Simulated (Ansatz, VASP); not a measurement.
# W in VASP and in Ansatz

The input INCAR:

```
SYSTEM = W
PREC = Accurate ; ENCUT = 520
EDIFF = 1E-6 ; ISMEAR = 0
SIGMA = 0.15 ; LREAL = .False.
LASPH = .True. ; NELM = 100
ALGO = Fast ; ISIF = 2
LWAVE = .False. ; LCHARG = .True.
GGA = PS ; LELF = .True.
LVHAR = .True. ; NBANDS = 36
```

Contents of KPOINTS:

```
regular mesh
0
Gamma
  8 8 8
  0 0 0
```

The input POSCAR:

```
W
1.0
    3.9979915334      0.0000000000      0.0000000000
    0.0000000000     -3.9979915334      0.0000000000
    0.0000000000      0.0000000000     -3.9979915334
W
4
Direct
    0.0080153903      0.4924479962      0.4976739624
    0.4973282032      0.0025173346      0.5007753459
    0.4973282032      0.5025173346      0.0007753459
   -0.0026717968      0.0025173346      0.0007753459
```

Input for Ansatz:

```yaml
crystal:
  lattice:
    - [3.9979915334, 0.0, 0.0]
    - [0.0, -3.9979915334, 0.0]
    - [0.0, 0.0, -3.9979915334]
  atoms:
    - { symbol: W, position: [0.0080153903, 0.4924479962, 0.4976739624] }
    - { symbol: W, position: [0.4973282032, 0.0025173346, 0.5007753459] }
    - { symbol: W, position: [0.4973282032, 0.5025173346, 0.0007753459] }
    - { symbol: W, position: [-0.0026717968, 0.0025173346, 0.0007753459] }
basis:
  ecutwfc: 420
kpoints:
  mp_grid: { grid: [8, 8, 8] }
hamiltonian:
  xc: pbesol
scf:
  occupations: { method: gaussian, width: 0.15 }
output:
  forces: true
  stress: true
  eigenvalues: true
```

Change from the starting cell: atom 1 moved 0.06 Å.

Alike in both runs: task single point; functional PBEsol; k mesh 8 × 8 × 8; occupations gaussian, width 0.15 eV; no spin polarisation.

```csv
,VASP,Ansatz
version,VASP 6.6.1,Ansatz 0.2.0
potentials or method,"VASP PAW PBE potentials, release 64 (W_sv), cutoff 520 eV","scalar-relativistic, plane waves, PAW"
valence electrons in the cell,56,56
```

```csv
,VASP,Ansatz,Ansatz less VASP
gap on the k mesh at the Fermi level (eV),none,none,-
pressure (GPa),0.6,-0.1,-0.73
"traceless stress, the component that is largest in VASP (GPa)",-0.33,-0.32,+0.005
rms of the force components (eV/Å),0.294,0.291,-0.0026
```

VASP's potentials were made for PBE, not for PBEsol. Atom by atom the forces differ by 0.003 eV/Å (rms over components). A gap of «none» marks a metal or a gap that the smearing closes. The functional is the same, so the differences come from potentials, cutoffs and numerics.

Neither program's run includes spin-orbit coupling.
